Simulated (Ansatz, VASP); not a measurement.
## Two plane-wave programs on Al2O3

Contents of INCAR:

```
SYSTEM = Al2O3
  ALGO = Normal
  EDIFF = 1E-6
  ENCUT = 520
  GGA = PE
  ISIF = 2
  ISMEAR = -1
  LASPH = .True.
  LCHARG = .False.
  LREAL = .False.
  LWAVE = .False.
  NBANDS = 35
  NELM = 60
  PREC = Accurate
  SIGMA = 0.02
```

KPOINTS

```
k-points
0
Gamma
  6 6 6
  0 0 0
```

POSCAR

```
Al2O3
1.0
    2.4507422554      1.4149367009      4.2724352151
   -2.4507422554      1.4149367009      4.2724352151
    0.0000000000     -2.8298734017      4.2724352151
Al O
4 6
Direct
    0.8533579846      0.8533579846      0.8533579846
    0.3533579846      0.3533579846      0.3533579846
    0.1466420154      0.1466420154      0.1466420154
    0.6466420154      0.6466420154      0.6466420154
    0.4453317022      0.0546682978      0.7500000000
    0.0546682978      0.7500000000      0.4453317022
    0.5546682978      0.9453317022      0.2500000000
    0.2500000000      0.5546682978      0.9453317022
    0.9453317022      0.2500000000      0.5546682978
    0.7500000000      0.4453317022      0.0546682978
```

Input for Ansatz:

```yaml
crystal:
  lattice:
    - [2.4507422554, 1.4149367009, 4.2724352151]
    - [-2.4507422554, 1.4149367009, 4.2724352151]
    - [0.0, -2.8298734017, 4.2724352151]
  atoms:
    - { symbol: Al, position: [0.8533579846, 0.8533579846, 0.8533579846] }
    - { symbol: Al, position: [0.3533579846, 0.3533579846, 0.3533579846] }
    - { symbol: Al, position: [0.1466420154, 0.1466420154, 0.1466420154] }
    - { symbol: Al, position: [0.6466420154, 0.6466420154, 0.6466420154] }
    - { symbol: O, position: [0.4453317022, 0.0546682978, 0.75] }
    - { symbol: O, position: [0.0546682978, 0.75, 0.4453317022] }
    - { symbol: O, position: [0.5546682978, 0.9453317022, 0.25] }
    - { symbol: O, position: [0.25, 0.5546682978, 0.9453317022] }
    - { symbol: O, position: [0.9453317022, 0.25, 0.5546682978] }
    - { symbol: O, position: [0.75, 0.4453317022, 0.0546682978] }
kpoints:
  mp_grid: { grid: [6, 6, 6] }
  band_path:
    path:
      - [0.0, 0.0, 0.0]
      - [0.5, 0.5, 0.5]
      - [0.7662811645, 0.2337188355, 0.5]
      - [0.5, -0.2337188355, 0.2337188355]
      - [0.5, 0.0, 0.0]
      - [0.3668594178, -0.3668594178, 0.0]
      - [0.6331405822, 0.0, 0.3668594178]
      - [0.5, 0.0, 0.5]
    npoints: 1
hamiltonian:
  xc: pbe
scf:
  occupations: { method: fermi_dirac, width: 0.02 }
  n_extra_bands: 6
output:
  forces: true
  stress: true
  eigenvalues: true
```

Change from the starting cell: epitaxial_xy strain +3.0%.

Alike in both runs: task single point; functional PBE; k mesh 6 × 6 × 6; occupations fermi-dirac, width 0.02 eV; no spin polarisation.

|  | VASP | Ansatz |
| --- | --- | --- |
| version | VASP 6.6.1 | Ansatz 0.2.0 |
| potentials or method | VASP PAW PBE potentials, release 64 (Al, O) | plane waves, PAW |
| plane-wave cutoff (eV) | 520 | 420 |
| valence electrons in the cell | 48 | 48 |

Ansatz gave:

```
gap on the k mesh at the Fermi level (eV)                     : 5.33
pressure (GPa)                                                : -3.6
traceless stress, the component that is largest in VASP (GPa) : 9.92
rms of the force components (eV/Å)                            : 0.020
```

Question: Which values does VASP return?

Answer: gap on the k mesh at the Fermi level (eV): 5.32; pressure (GPa): -3.7; traceless stress, the component that is largest in VASP (GPa): 9.92; rms of the force components (eV/Å): 0.022.

Atom by atom the forces differ by 0.002 eV/Å (rms over components).
